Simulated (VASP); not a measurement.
Write the native input for VASP 6.6.1 that does the following.

```
Task                   : relaxation of volume and atoms at fixed shape
Functional             : PBEsol
Potentials or basis    : VASP PAW PBE potentials, release 64 (Ca_sv)
Cutoff                 : 500 eV
k mesh                 : 8 × 8 × 8
Occupations            : methfessel-paxton, width 0.1 eV
Spin                   : no spin polarisation
Dipole correction      : no
Further INCAR settings : ALGO = Normal; EDIFF = 1e-07; IBRION = 2; EDIFFG = -0.02; NSW = 80; ISIF = 8
```

The structure of Ca lies in POSCAR:

```
Ca
1.0
   -2.2400000000      2.2400000000      2.2400000000
    2.2400000000     -2.2400000000      2.2400000000
    2.2400000000      2.2400000000     -2.2400000000
Ca
1
Direct
    0.0000000000      0.0000000000      0.0000000000
```

This isn't the form of Ca at room conditions, which is fcc.

One way to write it, as run:

INCAR

```
SYSTEM = Ca
ALGO     = Normal         ! electronic algorithm
EDIFF    = 1E-7           ! SCF threshold, eV
EDIFFG   = -0.02          ! ionic threshold
ENCUT    = 500            ! plane-wave cutoff, eV
GGA      = PS             ! functional
GGA_COMPAT= .False.      
IBRION   = 2              ! ionic algorithm
ISIF     = 8              ! what is computed and relaxed
ISMEAR   = 1              ! smearing method
LASPH    = .True.         ! aspherical terms in the spheres
LCHARG   = .False.        ! write CHGCAR
LREAL    = .False.        ! projectors in reciprocal space
LWAVE    = .False.        ! write WAVECAR
NELM     = 120            ! most SCF steps
NELMIN   = 4            
NSW      = 80             ! ionic steps
PREC     = Accurate       ! precision mode
SIGMA    = 0.1            ! smearing width, eV
```

KPOINTS

```
k-points
0
Gamma
  8 8 8
  0 0 0
```

Potentials or basis: VASP PAW PBE potentials, release 64 (Ca_sv).

Run with:

```bash
$ cat potpaw_PBE.64/Ca_sv/POTCAR > POTCAR
$ mpirun -np 1 vasp_std > vasp.out
```

It gave:

```
Relaxed volume                        : 40.29 Å³/atom
Relaxed cell                          : a = 3.741 Å, b = 3.741 Å, c = 3.741 Å, α = 109.47°, β = 109.47°, γ = 109.47°
Space group after relaxing (to 0.1 Å) : Im-3m (No. 229)
Energy gained by relaxing             : 23.3 meV/atom
Ionic steps                           : 4
Pressure after relaxing               : 0.0 GPa
Band gap on the k mesh                : zero (bands 5 and 6 overlap by 0.37 eV)
```

Caveat: the PAW data sets were made with another functional, which shifts forces and pressure a little.

Wall time 40 s on 1 thread of Intel(R) Xeon(R) Platinum 8488C (Sapphire Rapids), with other jobs on the host, peak memory 0.16 GiB.
